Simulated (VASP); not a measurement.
# C (C2/m) in VASP: single point with PBEsol+D3(BJ)

Aim: the single point of C with PBEsol+D3(BJ).

All numbers are computed with VASP 6.6.1; they aren't measurements. Logs are shortened: lines on timing, memory, paths and dates and some standing lists are left out, and cuts for length are marked.

**1. The cell of the first run**

It takes space group C2/m (No. 12, monoclinic). The conventional cell has a = 4.257 Å, b = 2.458 Å, c = 20.530 Å, α = 90.00°, β = 95.95°, γ = 90.00°. C (site symmetry m) has 3 C at 1.42 Å within 1.9 Å. C (site symmetry m) has 3 C at 1.42 Å within 1.9 Å. Within 1.9 Å of C (site symmetry m) lie 3 C at 1.42 Å. Within 1.9 Å of C (site symmetry m) lie 3 C at 1.42 Å. Within 1.9 Å of C (site symmetry m) lie 3 C at 1.42 Å. C (site symmetry m) has 3 C at 1.42 Å within 1.9 Å.

**2. Single point, PBEsol+D3(BJ)**

Contents of INCAR:

```
SYSTEM = C
  ALGO = Normal
  EDIFF = 1E-7
  ENCUT = 520
  GGA = PS
  ISIF = 2
  ISMEAR = 0
  ISYM = 0
  IVDW = 12
  LASPH = .TRUE.
  LCHARG = .FALSE.
  LREAL = .FALSE.
  LWAVE = .FALSE.
  NBANDS = 36
  NELM = 100
  PREC = Accurate
  SIGMA = 0.03
```

Contents of KPOINTS:

```
k-points
0
G
  15 15 2
  0 0 0
```

Contents of POSCAR:

```
C
1.0
   -1.2289486572     -2.1286015142      0.0000000000
    1.2289486572     -2.1286015142      0.0000000000
    0.6144743286     -1.0643007571     20.4193683166
C
12
Direct
    1.0000000000      0.5429831071      0.9140337857
    0.3333333333      0.2096497738      0.2473671191
    0.6666666667      0.3763164405      0.5807004524
    1.0000000000      0.6237168929      0.7525662143
    0.3333333333      0.2903835595      0.0858995476
    0.6666666667      0.4570502262      0.4192328809
    1.0000000000      0.9570630161      0.0858739677
    0.3333333333      0.1237296828      0.4192073011
    0.6666666667      0.2903963495      0.7525406344
    1.0000000000      0.7096369839      0.5807260323
    0.3333333333     -0.1236963495      0.9140593656
    0.6666666667      0.5429703172      0.2473926989
```

Potentials or basis: VASP PAW PBE potentials, release 64 (C).

Started as:

```bash
$ cat potpaw_PBE.64/C/POTCAR > POTCAR
$ mpirun -np 1 vasp_std > vasp.out
```

OUTCAR:

```text
SYSTEM = C
   EDIFF = 1E-7
   ENCUT = 520
   GGA = PS
   ISIF = 2
   ISMEAR = 0
   ISYM = 0
   IVDW = 12
   LASPH = .TRUE.
   LREAL = .FALSE.
   NELM = 100
   PREC = Accurate
 IVDW          = 12

 ion  position               nearest neighbor table
   1  0.000  0.543  0.914-  11 1.42  11 1.42  11 1.42
   2  0.333  0.210  0.247-  12 1.42  12 1.42  12 1.42
   3  0.667  0.376  0.581-  10 1.42  10 1.42  10 1.42
   4  0.000  0.624  0.753-   9 1.42   9 1.42   9 1.42
   5  0.333  0.290  0.086-   7 1.42   7 1.42   7 1.42
   6  0.667  0.457  0.419-   8 1.42   8 1.42   8 1.42
   7  0.000  0.957  0.086-   5 1.42   5 1.42   5 1.42
   8  0.333  0.124  0.419-   6 1.42   6 1.42   6 1.42
   9  0.667  0.290  0.753-   4 1.42   4 1.42   4 1.42
  10  0.000  0.710  0.581-   3 1.42   3 1.42   3 1.42
  11  0.333  0.876  0.914-   1 1.42   1 1.42   1 1.42
  12  0.667  0.543  0.247-   2 1.42   2 1.42   2 1.42

IMPORTANT INFORMATION: All symmetrisations will be switched off!
NOSYMM: (Re-)initialisation of all symmetry stuff for point group C_1.

----------------------------------------------------------------------------------------

                                     Primitive cell

  volume of cell :     106.8318

  direct lattice vectors                    reciprocal lattice vectors
    -1.228948657 -2.128601514  0.000000000    -0.406851822 -0.234896009  0.000000000
     1.228948657 -2.128601514  0.000000000     0.406851822 -0.234896009 -0.024486556
     0.614474329 -1.064300757 20.419368317     0.000000000  0.000000000  0.048973111

  length of vectors
     2.457897314  2.457897314 20.456317294     0.469792018  0.470429730  0.048973111

  position of ions in fractional coordinates (direct lattice)
     0.000000000  0.542983107  0.914033786
     0.333333333  0.209649774  0.247367119
     0.666666667  0.376316440  0.580700452
     0.000000000  0.623716893  0.752566214
     0.333333333  0.290383560  0.085899548
     0.666666667  0.457050226  0.419232881
     0.000000000  0.957063016  0.085873968
     0.333333333  0.123729683  0.419207301
     0.666666667  0.290396349  0.752540634
     0.000000000  0.709636984  0.580726032
     0.333333333  0.876303650  0.914059366
     0.666666667  0.542970317  0.247392699

  ion indices of the primitive-cell ions
   primitive index   ion index
                 1           1
                 2           2
                 3           3
                 4           4
                 5           5
                 6           6
                 7           7
                 8           8
                 9           9
                10          10
                11          11
                12          12

----------------------------------------------------------------------------------------

 KPOINTS: k-points

Automatic generation of k-mesh.
 Grid dimensions read from file:
 generate k-points for:   15   15    2

 Generating k-lattice:

  Cartesian coordinates                     Fractional coordinates (reciprocal lattice)
    -0.027123455 -0.015659734  0.000000000     0.066666667  0.000000000  0.000000000
     0.027123455 -0.015659734 -0.001632437     0.000000000  0.066666667 -0.000000000
     0.000000000  0.000000000  0.024486556     0.000000000  0.000000000  0.500000000

  Length of vectors
     0.031319468  0.031361982  0.024486556

  Shift w.r.t. Gamma in fractional coordinates (k-lattice)
     0.000000000  0.000000000  0.000000000

 -----------------------------------------------------------------------------
|                                                                             |
|           W    W    AA    RRRRR   N    N  II  N    N   GGGG   !!!           |
|           W    W   A  A   R    R  NN   N  II  NN   N  G    G  !!!           |
|           W    W  A    A  R    R  N N  N  II  N N  N  G       !!!           |
|           W WW W  AAAAAA  RRRRR   N  N N  II  N  N N  G  GGG   !            |
|           WW  WW  A    A  R   R   N   NN  II  N   NN  G    G                |
|           W    W  A    A  R    R  N    N  II  N    N   GGGG   !!!           |
|                                                                             |
|     Your reciprocal lattice and k-lattice belong to different lattice       |
|     classes:                                                                |
|                                                                             |
|        The reciprocal lattice is body-centered orthorhombic,                |
|        whereas your k-lattice is base-centered monoclinic.                  |
|                                                                             |
|     Results are often still useful ...                                      |
|                                                                             |
 -----------------------------------------------------------------------------

 WARNING: IBZKPT: internal override: KBLOWUP is changed to .FALSE.
      ... skipping the blow-up phase ...

 Subroutine IBZKPT returns following result:
 ===========================================

 Found    226 irreducible k-points:

 Following reciprocal coordinates:
            Coordinates               Weight
  0.000000  0.000000  0.000000      1.000000
  0.066667 -0.000000  0.000000      2.000000
  0.133333  0.000000  0.000000      2.000000
  0.200000 -0.000000 -0.000000      2.000000
  0.266667  0.000000  0.000000      2.000000
  0.333333  0.000000  0.000000      2.000000
[... 16 lines left out ...]
 -0.066667  0.066667 -0.000000      2.000000
  0.000000  0.133333  0.000000      2.000000
 [... further k-points ...]
   k-points           NKPTS =    226   k-points in BZ     NKDIM =    226   number of bands    NBANDS=     36
   number of dos      NEDOS =    301   number of ions     NIONS =     12
   total plane-waves  NPLWV =  51840
   dimension x,y,z NGX =    18 NGY =   18 NGZ =  160
   dimension x,y,z NGXF=    36 NGYF=   36 NGZF=  320
   ions per type =              12
   NGX,Y,Z   is equivalent  to a cutoff of  12.17, 12.17, 13.00 a.u.
   NGXF,Y,Z  is equivalent  to a cutoff of  24.35, 24.35, 26.01 a.u.
 SYSTEM =  C
   PREC   = accura    normal or accurate (medium, high low for compatibility)
   ISTART =      0    job   : 0-new  1-cont  2-samecut
   ICHARG =      2    charge: 1-file 2-atom 10-const
   ISPIN  =      1    spin polarized calculation?
   LNONCOLLINEAR =      F non collinear calculations
   LSORBIT =      F    spin-orbit coupling
   LASPH  =      T    aspherical Exc in radial PAW
   ENCUT  =  520.0 eV  38.22 Ry    6.18 a.u.   4.57  4.57 38.04*2*pi/ulx,y,z
   NELM   =    100;   NELMIN=  2; NELMDL= -5     # of ELM steps
   EDIFF  = 0.1E-06   stopping-criterion for ELM
   LREAL  =      F    real-space projection
   EDIFFG = 0.1E-05   stopping-criterion for IOM
   NSW    =      0    number of steps for IOM
   IBRION =     -1    ionic relax: 0-MD 1-quasi-New 2-CG
   NFREE  =      0    steps in history (QN), initial steepest desc. (CG)
   ISIF   =      2    stress and relaxation
   ISYM   =      0    0-nonsym 1-usesym 2-fastsym
   POTIM  = 0.5000    time-step for ionic-motion
   TEBEG  =    0.0;   TEEND  =   0.0 temperature during run
   PSTRESS=    0.0 pullay stress
   NELECT =      48.0000    total number of electrons
   NUPDOWN=      -1.0000    fix difference up-down
   EMIN   =  10.00;   EMAX   =-10.00  energy-range for DOS
   EFERMI =   0.00;   METHOD = LEGACY
   ISMEAR =     0;   SIGMA  =   0.03  broadening in eV -4-tet -1-fermi 0-gaus
   EFERMI_NEDOS =   21; number of points for ismear=-14 and -15
   IALGO  =     38    algorithm
   IMIX   =      4    mixing-type and parameters
     AMIX     =   0.40;   BMIX     =  1.00
     AMIX_MAG =   1.60;   BMIX_MAG =  1.00
  volume/ion in A,a.u.               =       8.90        60.08
  Fermi-wavevector in a.u.,A,eV,Ry     =   1.253877  2.369485 21.391199  1.572209
  Thomas-Fermi vector in A             =   2.387709
   LORBIT       =      0    0 simple, 1 ext, 2 COOP (PROOUT), +10 PAW based schemes
   GGA     = PS    functional components
   LHFCALC =     F    Hartree Fock is set to
   AEXX    =    0.0000 exact exchange contribution
   IVDW    =    12    specifies the selected vdW correction
   LEPSILON=     F    determine dielectric tensor
   LRPA    =     F    only Hartree local field effects (RPA)
 non-spin polarized calculation
 Gauss-broadening in eV      SIGMA  =   0.03
  energy-cutoff  :      520.00
  volume of cell :      106.83
 maximum number of plane-waves:      2924
   NGX =  9   NGY =  9   NGZ = 75

 number of electron      48.0000003 magnetization

 Free energy of the ion-electron system (eV)
  ---------------------------------------------------
  ext. energy  EPLUGINS =         0.00000000
  ---------------------------------------------------
  free energy    TOTEN  =      -115.67920442 eV

  energy without entropy =     -115.67914057  energy(sigma->0) =     -115.67917250

 E-fermi :   4.5226     XC(G=0): -10.4558

 val. band max:        4.4852564979   @ k =  -0.3333   0.3333   0.5000
 cond. band min:       4.5599534989   @ k =  -0.3333   0.3333  -0.0000
 fundamental gap:      0.0746970010
 Fermi energy:         4.5226045034

 k-point     1 :       0.0000    0.0000    0.0000
  band No.  band energies     occupation
      1     -15.1461      2.00000
      2     -15.0844      2.00000
      3     -15.0831      2.00000
      4     -14.9303      2.00000
      5     -14.9297      2.00000
      6     -14.8614      2.00000
[... 28 lines left out ...]
     35      12.9312      0.00000
     36      12.9347      0.00000

 k-point     2 :       0.0667   -0.0000    0.0000
  band No.  band energies     occupation
      1     -15.0394      2.00000
      2     -14.9782      2.00000
      3     -14.9769      2.00000
      4     -14.8251      2.00000
      5     -14.8244      2.00000
      6     -14.7566      2.00000
[... 28 lines left out ...]
     35      13.3370      0.00000
     36      13.3643      0.00000

 k-point     3 :       0.1333    0.0000    0.0000
  band No.  band energies     occupation
      1     -14.7202      2.00000
      2     -14.6602      2.00000
      3     -14.6589      2.00000
      4     -14.5099      2.00000
      5     -14.5094      2.00000
      6     -14.4429      2.00000
[... 28 lines left out ...]
     35      13.1981      0.00000
     36      14.6132      0.00000

 k-point     4 :       0.2000   -0.0000   -0.0000
  band No.  band energies     occupation
      1     -14.1906      2.00000
      2     -14.1325      2.00000
      3     -14.1312      2.00000
      4     -13.9871      2.00000
      5     -13.9865      2.00000
      6     -13.9224      2.00000
[... 28 lines left out ...]
     35      13.0899      0.00000
     36      13.1422      0.00000

 k-point     5 :       0.2667    0.0000    0.0000
  band No.  band energies     occupation
      1     -13.4550      2.00000
      2     -13.3994      2.00000
      3     -13.3981      2.00000
      4     -13.2606      2.00000
      5     -13.2601      2.00000
      6     -13.1991      2.00000
[... 655 lines left out ...]
 k-point    22 :      -0.1333    0.0667    0.0000
  band No.  band energies     occupation
      1     -14.4020      2.00000
      2     -14.3461      2.00000
      3     -14.3390      2.00000
      4     -14.1993      2.00000
      5     -14.1919      2.00000
      6     -14.1303      2.00000
[... 28 lines left out ...]
     35      13.6482      0.00000
     36      13.7323      0.00000

 k-point    23 :      -0.0667    0.0667   -0.0000
  band No.  band energies     occupation
      1     -14.8264      2.00000
      2     -14.7690      2.00000
      3     -14.7618      2.00000
      4     -14.6184      2.00000
      5     -14.6108      2.00000
      6     -14.5474      2.00000
[... 28 lines left out ...]
     35      13.2803      0.00000
     36      14.0497      0.00000

 k-point    24 :       0.0000    0.1333    0.0000
  band No.  band energies     occupation
      1     -14.7199      2.00000
      2     -14.6665      2.00000
      3     -14.6524      2.00000
      4     -14.5172      2.00000
      5     -14.5022      2.00000
      6     -14.4432      2.00000
[... 28 lines left out ...]
     35      13.3145      0.00000
     36      14.5968      0.00000

 [... further k-points ...]

------------------------ aborting loop because EDIFF is reached ----------------------------------------

 Edisp (eV)   -1.30356

 E8    (eV) :    -0.6337

  FORCE on cell =-STRESS in cart. coord.  units (eV):
  Direction    XX          YY          ZZ          XY          YZ          ZX
  --------------------------------------------------------------------------------------
  -------------------------------------------------------------------------------------
  Total       0.78672     0.80771    -0.27118    -0.01819    -0.00455    -0.00789
  in kB      11.79866    12.11339    -4.06689    -0.27273    -0.06830    -0.11834
  external pressure =        6.62 kB  Pullay stress =        0.00 kB

 VOLUME and BASIS-vectors are now :
 -----------------------------------------------------------------------------
  energy-cutoff  :      520.00
  volume of cell :      106.83
      direct lattice vectors                 reciprocal lattice vectors
    -1.228948657 -2.128601514  0.000000000    -0.406851822 -0.234896009  0.000000000
     1.228948657 -2.128601514  0.000000000     0.406851822 -0.234896009 -0.024486556
     0.614474329 -1.064300757 20.419368317     0.000000000  0.000000000  0.048973111

 POSITION                                       TOTAL-FORCE (eV/Angst)
 -----------------------------------------------------------------------------------
      1.22895     -2.12860     18.66399        -0.001944     -0.001082      0.020905
      0.00000     -1.41907      5.05108        -0.000747     -0.000364     -0.000894
     -0.00000     -2.83814     11.85754         0.000820      0.000490      0.001988
      1.22895     -2.12860     15.36693         0.000743      0.000356      0.000902
      0.00000     -1.41907      1.75401         0.001946      0.001089     -0.020922
     -0.00000     -2.83814      8.56047        -0.000823     -0.000489     -0.001978
      1.22895     -2.12860      1.75349        -0.002314     -0.001371     -0.027536
      0.00000     -1.41907      8.55995         0.000854      0.000475     -0.001543
     -0.00000     -2.83814     15.36640        -0.000028     -0.000089     -0.003178
      1.22895     -2.12860     11.85806        -0.000849     -0.000475      0.001551
      1.22895     -3.54767     18.66451         0.002312      0.001367      0.027520
     -0.00000     -2.83814      5.05160         0.000032      0.000092      0.003184
 -----------------------------------------------------------------------------------
    total drift:                               -0.000001      0.000009      0.000003

  FREE ENERGIE OF THE ION-ELECTRON SYSTEM (eV)
  ---------------------------------------------------
  free  energy   TOTEN  =      -116.9827612639 eV

  energy  without entropy=     -116.9826974125  energy(sigma->0) =     -116.98272934
```

Wall time 21 min (1 thread of Oxide Virtual Turin-like, shared host); peak memory 0.58 GiB.

What came out:

```yaml
Free_energy: -116.9828 eV
Pressure: 0.7 GPa
Largest_force: 0.028 eV/Å
Dispersion_energy_per_atom: -0.109 eV
```

Forces in eV/Å, atoms in the order of the input:
```
C   -0.002 -0.001  0.021
C   -0.001  0.000 -0.001
C    0.001  0.000  0.002
C    0.001  0.000  0.001
C    0.002  0.001 -0.021
C   -0.001  0.000 -0.002
C   -0.002 -0.001 -0.028
C    0.001  0.000 -0.002
C    0.000  0.000 -0.003
C   -0.001  0.000  0.002
C    0.002  0.001  0.028
C    0.000  0.000  0.003
```

Caveat: the PAW data sets were made with another functional, which shifts forces and pressure a little.
